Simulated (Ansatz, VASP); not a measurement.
**Two plane-wave programs on GeSb2Te4**

Contents of INCAR:

```
ALGO = Normal
EDIFF = 1E-7
ENCUT = 520
GGA = PE
ISIF = 2
ISMEAR = 0
LASPH = True
LCHARG = False
LREAL = False
LWAVE = False
NBANDS = 33
NELM = 80
PREC = Accurate
SIGMA = 0.03
```

The input KPOINTS:

```
k-points
0
Gamma
  9 9 3
```

POSCAR

```
GeSb2Te4
1.0
   -4.2977010893      0.0000000000      0.0000000000
   -2.1488505447     -3.7219183212      0.0000000000
   -3.7607033382     -2.1712430846     14.1302728042
Ge Sb Te
1 2 4
Direct
    0.3811960517      0.3811960517      0.2073377777
   -0.2811657549     -0.2811657549      0.7713543595
    0.5515777427      0.5515777427      0.4866674886
    0.7727080555      0.7727080555      0.1076086130
   -0.6851105286     -0.6851105286      0.8923956264
    0.1367361965      0.1367361965      0.6263878696
   -0.0430010078     -0.0430010078      0.3630952651
```

Input for Ansatz:

```yaml
crystal:
  lattice:
    - [-4.2977010893, 0.0, 0.0]
    - [-2.1488505447, -3.7219183212, 0.0]
    - [-3.7607033382, -2.1712430846, 14.1302728042]
  atoms:
    - { symbol: Ge, position: [0.3811960517, 0.3811960517, 0.2073377777] }
    - { symbol: Sb, position: [-0.2811657549, -0.2811657549, 0.7713543595] }
    - { symbol: Sb, position: [0.5515777427, 0.5515777427, 0.4866674886] }
    - { symbol: Te, position: [0.7727080555, 0.7727080555, 0.107608613] }
    - { symbol: Te, position: [-0.6851105286, -0.6851105286, 0.8923956264] }
    - { symbol: Te, position: [0.1367361965, 0.1367361965, 0.6263878696] }
    - { symbol: Te, position: [-0.0430010078, -0.0430010078, 0.3630952651] }
basis:
  ecutwfc: 420
kpoints:
  mp_grid: { grid: [9, 9, 3] }
hamiltonian:
  xc: pbe
scf:
  occupations: { method: gaussian, width: 0.03 }
output:
  forces: true
  stress: true
  eigenvalues: true
```

Alike in both runs: task single point; functional PBE; k mesh 9 × 9 × 3; occupations gaussian, width 0.03 eV; no spin polarisation.

|  | VASP | Ansatz |
| --- | --- | --- |
| version | VASP 6.6.1 | Ansatz 0.2.0 |
| potentials or method | VASP PAW PBE potentials, release 64 (Ge_d, Sb, Te), cutoff 520 eV | scalar-relativistic, plane waves, PAW |
| valence electrons in the cell | 48 | 108 |

```tsv
	VASP	Ansatz	Ansatz less VASP
gap on the k mesh at the Fermi level (eV)	0.33	0.34	+0.010
least direct gap on the mesh (eV)	0.43	0.44	+0.005
pressure (GPa)	0.1	0.1	+0.01
traceless stress, the component that is largest in VASP (GPa)	-0.18	-0.18	-0.001
rms of the force components (eV/Å)	0.029	0.028	-0.0018
```

Atom by atom the forces differ by 0.010 eV/Å (rms over components). With one functional, cell and mesh, what is left measures potentials, basis and numerics. VASP's potentials hold 48 valence electrons a cell and Ansatz's 108, so a difference there can come from the potentials and not from the codes.

Neither program's run includes spin-orbit coupling.
